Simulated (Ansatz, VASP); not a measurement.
## TiAl3 in VASP and in Ansatz

File INCAR:

```
SYSTEM = TiAl3
ALGO = Fast ; EDIFF = 1E-6
EDIFFG = -0.01 ; ENCUT = 600
GGA = PE ; IBRION = 2
ISIF = 3 ; ISMEAR = 0
LASPH = .TRUE. ; LCHARG = .FALSE.
LREAL = .FALSE. ; LWAVE = .FALSE.
NELM = 100 ; NSW = 100
PREC = Accurate ; SIGMA = 0.1
```

File KPOINTS:

```
k-points
0
G
  12 12 8
  0 0 0
```

Contents of POSCAR:

```
TiAl3
1.0
    3.8040366639      0.0000000000      0.0000000000
    0.0000000000      3.8040366639      0.0000000000
    0.0000000000      0.0000000000      5.4290175236
Ti Al
1 3
Direct
    0.0000000000      0.0000000000      0.5000000000
    0.5000000000      0.5000000000      0.0000000000
    0.5000000000      0.5000000000      0.5000000000
    0.0000000000      0.0000000000      0.0000000000
```

Input for Ansatz:

```yaml
crystal:
  lattice:
    - [3.8040366639, 0.0, 0.0]
    - [0.0, 3.8040366639, 0.0]
    - [0.0, 0.0, 5.4290175236]
  atoms:
    - { symbol: Ti, position: [0.0, 0.0, 0.5] }
    - { symbol: Al, position: [0.5, 0.5, 0.0] }
    - { symbol: Al, position: [0.5, 0.5, 0.5] }
    - { symbol: Al, position: [0.0, 0.0, 0.0] }
basis:
  ecutwfc: 420
kpoints:
  mp_grid: { grid: [12, 12, 8] }
hamiltonian:
  xc: pbe
scf:
  occupations: { method: gaussian, width: 0.1 }
output:
  forces: true
  stress: true
  eigenvalues: true
  write_density: true
  write_potential: true
  elf: true
  volumetric_format: npy
relax:
  adjacent_minimum: "off"
  f_tol: 0.01
  max_steps: 80
  cell: { stress_tol: 0.05 }
```

Alike in both runs: task relaxation of cell and atoms; functional PBE; k mesh 12 × 12 × 8; occupations gaussian, width 0.1 eV; no spin polarisation.

|  | VASP | Ansatz |
| --- | --- | --- |
| version | VASP 6.6.1 | Ansatz 0.2.0 |
| potentials or method | VASP PAW PBE potentials, release 64 (Ti_sv, Al), cutoff 600 eV | scalar-relativistic, plane waves, PAW |
| valence electrons in the cell | 21 | 21 |

Ansatz gave:

| Property | Result |
| --- | --- |
| gap on the k mesh at the Fermi level, each at its own relaxed structure (eV) | none |
| relaxed volume (Å³/atom) | 19.63 |
| relaxed cell length with the largest relative difference (Å) | 5.377 |

Q: Estimate VASP's values.

A: gap on the k mesh at the Fermi level, each at its own relaxed structure (eV): none; relaxed volume (Å³/atom): 19.62; relaxed cell length with the largest relative difference (Å): 5.376.

A gap of «none» marks a metal or a gap that the smearing closes.
